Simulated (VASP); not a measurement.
Wanted: the native input for a VASP 6.6.1 run.

```yaml
Task: single point
Functional: PBE
Potentials_or_basis: VASP PAW PBE potentials, release 64 (V_sv, Pd, C, N)
Cutoff: 520 eV
k_mesh: 4 × 4 × 4
Occupations: gaussian, width 0.1 eV
Spin: collinear spin, ferromagnetic start
Starting_moments: "[2.0, 0.0, 0.0, 0.0, 0.0, 0.0, 0.0, 0.0, 0.0, 0.0] μB"
Dipole_correction: no
Further_INCAR_settings: ALGO = Normal; EDIFF = 1e-06; NBANDS = 44
```

The structure of VPdC4N4 lies in POSCAR:

```
VPdC4N4
1.0
    5.9068706000      0.0000000000      0.0000000000
    0.0000000000      5.9068706000      0.0000000000
    0.0000000000      0.0000000000      5.9068706000
V Pd C N
1 1 4 4
Direct
    0.5000000000      0.5000000000      0.5000000000
    0.0000000000      0.0000000000      0.0000000000
    0.1894243000      0.1894243000      0.1894243000
    0.1894243000      0.8105757000      0.8105757000
    0.8105757000      0.1894243000      0.8105757000
    0.8105757000      0.8105757000      0.1894243000
    0.3037826200      0.3037826200      0.3037826200
    0.3037826200      0.6962173800      0.6962173800
    0.6962173800      0.3037826200      0.6962173800
    0.6962173800      0.6962173800      0.3037826200
```

One way to write it, as run:

INCAR

```
ALGO = Normal ; EDIFF = 1E-6
ENCUT = 520 ; GGA = PE
ISIF = 2 ; ISMEAR = 0
ISPIN = 2 ; LASPH = True
LCHARG = False ; LMAXMIX = 4
LORBIT = 11 ; LREAL = False
LWAVE = False ; MAGMOM = 2 0 0 0 0 0 0 0 0 0
NBANDS = 44 ; NELM = 150
PREC = Accurate ; SIGMA = 0.1
```

KPOINTS

```
k-points
0
Gamma
  4 4 4
```

Potentials or basis: VASP PAW PBE potentials, release 64 (V_sv, Pd, C, N).

Launch:

```sh
$ cat potpaw_PBE.64/V_sv/POTCAR potpaw_PBE.64/Pd/POTCAR potpaw_PBE.64/C/POTCAR potpaw_PBE.64/N/POTCAR > POTCAR
$ mpirun -np 1 vasp_std > vasp.out
```

It gave:

| Quantity | Value |
| --- | --- |
| Pressure | 1.6 GPa |
| Largest force | 3.577 eV/Å |
| Band gap on the k mesh | zero (filled and empty bands overlap) |
| Net moment | 1.00 μB per cell |
| Site moments | V +1.57; Pd -0.40; C +0.00; N -0.06 μB |
| Valence electrons inside the program's atomic spheres | V 11.28; Pd 10.12; C 2.56; N 3.92 |

Caveat: forces of over 1 eV/Å act on the atoms, so gaps and moduli don't describe the material at rest.

It took 3.6 min on 1 thread of Intel(R) Xeon(R) Platinum 8259CL CPU @ 2.50GHz (Skylake/Cascade Lake) (shared host), peak memory 0.48 GiB.
